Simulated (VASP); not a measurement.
# Al (R-3m) in VASP: further runs

The runs below take Al through relaxation of cell and atoms, single point, with PBE.

Everything below comes from runs of VASP 6.6.1. Logs are shortened: lines on timing, memory, paths and dates and some standing lists are left out, and cuts for length are marked.

**1. The cell of the first run**

It takes space group R-3m (No. 166, trigonal). Conventional cell: a = 4.366 Å, b = 4.366 Å, c = 3.203 Å, α = 90.00°, β = 90.00°, γ = 120.00°. Within 3.6 Å of Al (site symmetry -3m) lie 14 Al at 2.74 to 3.30 Å.

**2. Relaxation of cell and atoms, PBE**

Input file INCAR:

```
PREC = Accurate
ENCUT = 500
EDIFF = 1E-7
ISMEAR = 0
SIGMA = 0.1
LREAL = F
LASPH = T
NELM = 120
ALGO = Normal
ISIF = 3
LWAVE = F
LCHARG = F
GGA = PE
IBRION = 2
NSW = 90
EDIFFG = -0.04
GGA_COMPAT = F
NELMIN = 4
```

Input file KPOINTS:

```
regular mesh
0
Gamma
  9 9 9
```

Input file POSCAR:

```
Al
1.0
    2.1829270566      1.2603135237      1.0676248897
   -2.1829270566      1.2603135237      1.0676248897
    0.0000000000     -2.5206270475      1.0676248897
Al
1
Direct
    0.0000000000      0.0000000000      0.0000000000
```

Potentials or basis: VASP PAW PBE potentials, release 64 (Al).

On the command line:

```sh
$ cat potpaw_PBE.64/Al/POTCAR > POTCAR
$ mpirun -np 1 vasp_std > vasp.out
```

OUTCAR:

```text
PREC = Accurate
   ENCUT = 500
   EDIFF = 1E-7
   ISMEAR = 0
   LREAL = F
   LASPH = T
   NELM = 120
   ISIF = 3
   GGA = PE
   IBRION = 2
   NSW = 90
   EDIFFG = -0.04
   NELMIN = 4

 ion  position               nearest neighbor table
   1  0.000  0.000  0.000-

  LATTYP: Found a trigonal (rhomboedric) cell.
 ALAT       =     2.7374045404
 COS(alpha) =    -0.2718341347

  Lattice vectors:

 A1 = (   2.1829270566,   1.2603135237,   1.0676248897)
 A2 = (  -2.1829270566,   1.2603135237,   1.0676248897)
 A3 = (   0.0000000000,  -2.5206270475,   1.0676248897)

Analysis of symmetry for initial positions (statically):
=====================================================================
 Subroutine PRICEL returns:
 Original cell was already a primitive cell.

 Routine SETGRP: Setting up the symmetry group for a
 trigonal (rhombohedral) supercell.

 Subroutine GETGRP returns: Found 12 space group operations
 (whereof 12 operations were pure point group operations)
 out of a pool of 12 trial point group operations.

The static configuration has the point symmetry D_3d.

Analysis of symmetry for dynamics (positions and initial velocities):
=====================================================================
 Subroutine PRICEL returns:
 Original cell was already a primitive cell.

 Routine SETGRP: Setting up the symmetry group for a
 trigonal (rhombohedral) supercell.

 Subroutine GETGRP returns: Found 12 space group operations
 (whereof 12 operations were pure point group operations)
 out of a pool of 12 trial point group operations.

The dynamic configuration has the point symmetry D_3d.

 Subroutine INISYM returns: Found 12 space group operations
 (whereof 12 operations are pure point group operations),
 and found     1 'primitive' translations

----------------------------------------------------------------------------------------

                                     Primitive cell

  volume of cell :      17.6233

  direct lattice vectors                    reciprocal lattice vectors
     2.182927057  1.260313524  1.067624890     0.229050255  0.132242227  0.312219523
    -2.182927057  1.260313524  1.067624890    -0.229050255  0.132242227  0.312219523
     0.000000000 -2.520627048  1.067624890     0.000000000 -0.264484453  0.312219523

  length of vectors
     2.737404540  2.737404540  2.737404540     0.409185846  0.409185846  0.409185846

  position of ions in fractional coordinates (direct lattice)
     0.000000000  0.000000000  0.000000000

  ion indices of the primitive-cell ions
   primitive index   ion index
                 1           1

----------------------------------------------------------------------------------------

 KPOINTS: regular mesh

Automatic generation of k-mesh.
 Grid dimensions read from file:
 generate k-points for:    9    9    9

 Generating k-lattice:

  Cartesian coordinates                     Fractional coordinates (reciprocal lattice)
     0.025450028  0.014693581  0.034691058     0.111111111  0.000000000  0.000000000
    -0.025450028  0.014693581  0.034691058     0.000000000  0.111111111  0.000000000
     0.000000000 -0.029387161  0.034691058     0.000000000  0.000000000  0.111111111

  Length of vectors
     0.045465094  0.045465094  0.045465094

  Shift w.r.t. Gamma in fractional coordinates (k-lattice)
     0.000000000  0.000000000  0.000000000

 Subroutine IBZKPT returns following result:
 ===========================================

 Found     85 irreducible k-points:

 Following reciprocal coordinates:
            Coordinates               Weight
  0.000000  0.000000  0.000000      1.000000
  0.111111 -0.000000 -0.000000      6.000000
  0.222222 -0.000000  0.000000      6.000000
  0.333333 -0.000000 -0.000000      6.000000
  0.444444 -0.000000  0.000000      6.000000
  0.111111  0.111111 -0.000000      6.000000
[... 16 lines left out ...]
 -0.333333  0.333333  0.000000      6.000000
  0.444444  0.444444  0.000000      6.000000
 [... further k-points ...]
   k-points           NKPTS =     85   k-points in BZ     NKDIM =     85   number of bands    NBANDS=      5
   number of dos      NEDOS =    301   number of ions     NIONS =      1
   total plane-waves  NPLWV =   8000
   dimension x,y,z NGX =    20 NGY =   20 NGZ =   20
   dimension x,y,z NGXF=    40 NGYF=   40 NGZF=   40
   ions per type =               1
   NGX,Y,Z   is equivalent  to a cutoff of  12.15, 12.15, 12.15 a.u.
   NGXF,Y,Z  is equivalent  to a cutoff of  24.29, 24.29, 24.29 a.u.
 SYSTEM =  unknown system
   PREC   = accura    normal or accurate (medium, high low for compatibility)
   ISTART =      0    job   : 0-new  1-cont  2-samecut
   ICHARG =      2    charge: 1-file 2-atom 10-const
   ISPIN  =      1    spin polarized calculation?
   LNONCOLLINEAR =      F non collinear calculations
   LSORBIT =      F    spin-orbit coupling
   LASPH  =      T    aspherical Exc in radial PAW
   ENCUT  =  500.0 eV  36.75 Ry    6.06 a.u.   4.99  4.99  4.99*2*pi/ulx,y,z
   NELM   =    120;   NELMIN=  4; NELMDL= -5     # of ELM steps
   EDIFF  = 0.1E-06   stopping-criterion for ELM
   LREAL  =      F    real-space projection
   EDIFFG = -.4E-01   stopping-criterion for IOM
   NSW    =     90    number of steps for IOM
   IBRION =      2    ionic relax: 0-MD 1-quasi-New 2-CG
   NFREE  =      1    steps in history (QN), initial steepest desc. (CG)
   ISIF   =      3    stress and relaxation
   ISYM   =      2    0-nonsym 1-usesym 2-fastsym
   POTIM  = 0.5000    time-step for ionic-motion
   TEBEG  =    0.0;   TEEND  =   0.0 temperature during run
   PSTRESS=    0.0 pullay stress
   NELECT =       3.0000    total number of electrons
   NUPDOWN=      -1.0000    fix difference up-down
   EMIN   =  10.00;   EMAX   =-10.00  energy-range for DOS
   EFERMI =   0.00;   METHOD = LEGACY
   ISMEAR =     0;   SIGMA  =   0.10  broadening in eV -4-tet -1-fermi 0-gaus
   EFERMI_NEDOS =   21; number of points for ismear=-14 and -15
   IALGO  =     38    algorithm
   IMIX   =      4    mixing-type and parameters
     AMIX     =   0.40;   BMIX     =  1.00
     AMIX_MAG =   1.60;   BMIX_MAG =  1.00
  volume/ion in A,a.u.               =      17.62       118.93
  Fermi-wavevector in a.u.,A,eV,Ry     =   0.907304  1.714555 11.200315  0.823200
  Thomas-Fermi vector in A             =   2.031095
   LORBIT       =      0    0 simple, 1 ext, 2 COOP (PROOUT), +10 PAW based schemes
   GGA     = PE    functional components
   LHFCALC =     F    Hartree Fock is set to
   AEXX    =    0.0000 exact exchange contribution
   IVDW    =     0    specifies the selected vdW correction
   LEPSILON=     F    determine dielectric tensor
   LRPA    =     F    only Hartree local field effects (RPA)
 conjugate gradient relaxation of ions
 non-spin polarized calculation
 Gauss-broadening in eV      SIGMA  =   0.10
  energy-cutoff  :      500.00
  volume of cell :       17.62
 maximum number of plane-waves:       457
   NGX =  9   NGY =  9   NGZ =  9

--------------------------------------- Ionic step        1  -------------------------------------------

 number of electron       3.0000000 magnetization

 Free energy of the ion-electron system (eV)
  ---------------------------------------------------
  ext. energy  EPLUGINS =         0.00000000
  ---------------------------------------------------
  free energy    TOTEN  =        -3.58795292 eV

  energy without entropy =       -3.58556955  energy(sigma->0) =       -3.58676124

------------------------ aborting loop because EDIFF is reached ----------------------------------------

  FORCE on cell =-STRESS in cart. coord.  units (eV):
  Direction    XX          YY          ZZ          XY          YZ          ZX
  --------------------------------------------------------------------------------------
  -------------------------------------------------------------------------------------
  Total        0.4642299      0.4642299     -0.8671889      0.0000000      0.0000000      0.0000000
  in kB       42.2042216     42.2042216    -78.8381726      0.0000000      0.0000000      0.0000000
  external PRESSURE =       1.8567569 kB  Pullay stress =       0.0000000 kB
[... 86 lines left out ...]
  FREE ENERGIE OF THE ION-ELECTRON SYSTEM (eV)
  ---------------------------------------------------
  free  energy   TOTEN  =        -3.6348177830 eV

  energy  without entropy=       -3.6320778766  energy(sigma->0) =       -3.63344783

 E-fermi :   7.4025     XC(G=0):  -9.9726

 val. band max:        7.3454498123   @ k =   0.3333   0.2222   0.2222
 cond. band min:       7.4675125728   @ k =  -0.2222   0.4444   0.1111
 fundamental gap:      0.1220627605
 Fermi energy:         7.4025079348

 k-point     1 :       0.0000    0.0000    0.0000
  band No.  band energies     occupation
      1      -3.3455      2.00000
      2      20.2088      0.00000
      3      20.2088      0.00000
      4      20.2935      0.00000
      5      21.0438      0.00000
[... 177 lines left out ...]
 k-point    24 :       0.4444    0.4444    0.0000
  band No.  band energies     occupation
      1       3.5227      2.00000
      2       3.8447      2.00000
      3      12.1014      0.00000
      4      15.0128      0.00000
      5      18.3707      0.00000

 [... further k-points ...]

[... ionic steps 4 to 7 ...]

--------------------------------------- Ionic step        8  -------------------------------------------

 number of electron       3.0000000 magnetization

------------------------ aborting loop because EDIFF is reached ----------------------------------------
[... 65 lines left out ...]
--------------------------------------- Ionic step       10  -------------------------------------------

 number of electron       3.0000000 magnetization

 Free energy of the ion-electron system (eV)
  ---------------------------------------------------
  ext. energy  EPLUGINS =         0.00000000
  ---------------------------------------------------
  free energy    TOTEN  =        -3.64530611 eV

  energy without entropy =       -3.64408120  energy(sigma->0) =       -3.64469366

 E-fermi :   7.7840     XC(G=0): -10.1108

 val. band max:        7.6704605761   @ k =   0.3333   0.2222   0.2222
 cond. band min:       7.8998143581   @ k =  -0.2222   0.4444   0.1111
 fundamental gap:      0.2293537820
 Fermi energy:         7.7840289990

 k-point     1 :       0.0000    0.0000    0.0000
  band No.  band energies     occupation
      1      -3.2163      2.00000
      2      20.8523      0.00000
      3      20.8523      0.00000
      4      20.8751      0.00000
      5      22.0520      0.00000
[... 177 lines left out ...]
 k-point    24 :       0.4444    0.4444    0.0000
  band No.  band energies     occupation
      1       3.7650      2.00000
      2       4.1760      2.00000
      3      12.6898      0.00000
      4      15.5711      0.00000
      5      18.9827      0.00000

 [... further k-points ...]
[... 5 lines left out ...]
  --------------------------------------------------------------------------------------
  -------------------------------------------------------------------------------------
  Total        0.0050145      0.0050145     -0.0250397      0.0000000      0.0000000      0.0000000
  in kB        0.4748729      0.4748729     -2.3712495      0.0000000      0.0000000      0.0000000
  external PRESSURE =      -0.4738346 kB  Pullay stress =       0.0000000 kB
[... 16 lines left out ...]
  FREE ENERGIE OF THE ION-ELECTRON SYSTEM (eV)
  ---------------------------------------------------
  free  energy   TOTEN  =        -3.6453061133 eV

  energy  without entropy=       -3.6440812022  energy(sigma->0) =       -3.64469366

 reached required accuracy - stopping structural energy minimisation
```

Wall time 12 s (1 thread of Intel Xeon 6975P-C (Granite Rapids), shared host); peak memory 0.12 GiB.

Results:

| Property | Result |
| --- | --- |
| Free energy | -3.6453 eV |
| Relaxed volume | 16.92 Å³/atom |
| Relaxed cell | a = 2.800 Å, b = 2.800 Å, c = 2.800 Å, α = 109.44°, β = 109.44°, γ = 109.44° |
| Space group after relaxing (to 0.05 Å) | Im-3m (No. 229) |
| Energy gained by relaxing | 57.4 meV/atom |
| Ionic steps | 10 |
| Pressure after relaxing | 0.0 GPa |

Step by step:
```csv
step,energy change (eV),largest force (eV/Å),pressure (GPa),volume (Å³)
1,0.0000,0.0000,0.19,17.62
2,-0.0370,0.0000,-1.33,17.65
3,-0.0469,0.0000,-2.27,17.63
4,-0.0500,0.0000,-2.47,17.60
5,-0.0476,0.0000,-2.36,17.53
6,-0.0515,0.0000,-2.61,17.59
7,-0.0552,0.0000,1.16,16.65
8,-0.0570,0.0000,-0.25,16.97
9,-0.0570,0.0000,-0.30,16.98
10,-0.0574,0.0000,-0.05,16.92
```

Final structure:
```cif
data_structure
_symmetry_space_group_name_H-M 'P 1'
_symmetry_Int_Tables_number 1
_cell_length_a 2.8001
_cell_length_b 2.8001
_cell_length_c 2.8001
_cell_angle_alpha 109.441
_cell_angle_beta 109.441
_cell_angle_gamma 109.441
_cell_volume 16.92
loop_
_atom_site_label
_atom_site_type_symbol
_atom_site_fract_x
_atom_site_fract_y
_atom_site_fract_z
_atom_site_occupancy
Al1 Al 0.00000 0.00000 0.00000 1
```

**3. Single point, PBE**

This run uses another cell than the first one: it holds 2 atoms, not 1.

Input file INCAR:

```
PREC = Accurate
ENCUT = 500
EDIFF = 1E-6
ISMEAR = 0
SIGMA = 0.1
LREAL = F
LASPH = T
NELM = 120
ALGO = Normal
ISIF = 2
LWAVE = F
LCHARG = F
GGA = PE
NBANDS = 10
GGA_COMPAT = F
```

Input file KPOINTS:

```
Automatic mesh
0
Gamma
  6 6 6
```

Input file POSCAR:

```
Al
1.0
    1.7501021552      1.0104219504      3.2453546216
   -1.7501021552      1.0104219504      3.2453546216
    0.0000000000     -2.0208439008      3.2453546216
Al
2
Direct
    0.2275400000      0.2275400000      0.2275400000
    0.7724600000      0.7724600000      0.7724600000
```

Potentials or basis: VASP PAW PBE potentials, release 64 (Al).

On the command line:

```sh
$ cat potpaw_PBE.64/Al/POTCAR > POTCAR
$ mpirun -np 1 vasp_std > vasp.out
```

It took 10 s on 1 thread of AMD EPYC 7R43 (Zen 3), shared host; peak memory 0.11 GiB.

Results (log left out):

```yaml
Free_energy: -5.8279 eV
Pressure: 20.0 GPa
Largest_force: 3.537 eV/Å
Band_gap_on_the_k_mesh: zero (band 3 reaches 10.70 eV, above the bottom of band 4 at 4.93 eV)
```

Forces on the atoms (eV/Å):
```
Al   0.000  0.000  3.537
Al   0.000  0.000 -3.537
```

Stress tensor (GPa, compression positive):
```
20.81  0.00  0.00
 0.00 20.81  0.00
 0.00  0.00 18.26
```

Levels at points of the mesh, in eV from the Fermi level:
```tsv
k point	band 1	band 2	band 3	band 4	band 5	band 6
(0.00, 0.00, 0.00)	-10.51	2.00	3.43	3.95	3.95	6.20
(0.50, 0.00, 0.00)	-6.40	-6.02	1.75	2.25	3.02	4.56
(0.50, 0.50, 0.00)	-5.49	-4.80	-1.03	0.08	0.16	2.23
(0.50, 0.50, 0.50)	-7.76	-6.25	3.38	3.38	4.64	4.64
```

Caveat: the k points lie up to 0.36 Å⁻¹ apart; forces of over 1 eV/Å act on the atoms, so gaps and moduli don't describe the material at rest.

(Part 1 of 2 ends here.)
